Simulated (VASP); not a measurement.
A run of VASP 6.6.1 is set up as follows.

File INCAR:

```
SYSTEM = TiCo
  PREC = Accurate
  ENCUT = 520
  EDIFF = 1E-7
  ISMEAR = -1
  SIGMA = 0.05
  LREAL = .FALSE.
  LASPH = .TRUE.
  NELM = 150
  ALGO = Normal
  ISIF = 2
  LWAVE = .FALSE.
  LCHARG = .FALSE.
  ISPIN = 2
  MAGMOM = 2 1
  LORBIT = 11
  LMAXMIX = 4
  GGA = B5
  ALDAX = 1.0
  AGGAX = 1.0
  AGGAC = 1.0
  ALDAC = 0.0
  NBANDS = 22
```

Contents of KPOINTS:

```
regular mesh
0
G
  9 9 9
  0 0 0
```

File POSCAR:

```
TiCo
1.0
    3.0155321614      0.0000000000      0.0000000000
    0.0000000000      3.0155321614      0.0000000000
    0.0000000000      0.0000000000      3.0155321614
Co Ti
1 1
Direct
    0.5000000000      0.5000000000      0.5000000000
    0.0000000000      0.0000000000      0.0000000000
```

Potentials or basis: VASP PAW PBE potentials, release 64 (Co, Ti_sv).

Run with:

```bash
$ cat potpaw_PBE.64/Co/POTCAR potpaw_PBE.64/Ti_sv/POTCAR > POTCAR
$ mpirun -np 1 vasp_std > vasp.out
```

Problem. What does it give for the site moments?

Solution. Co +0.86; Ti -0.01 μB.

Problem. What does it give for the pressure?

Solution. -0.2 GPa.

Problem. Estimate the net moment.

Solution. 0.80 μB per cell.

Caveat: the PAW data sets were made with another functional, which shifts forces and pressure a little.
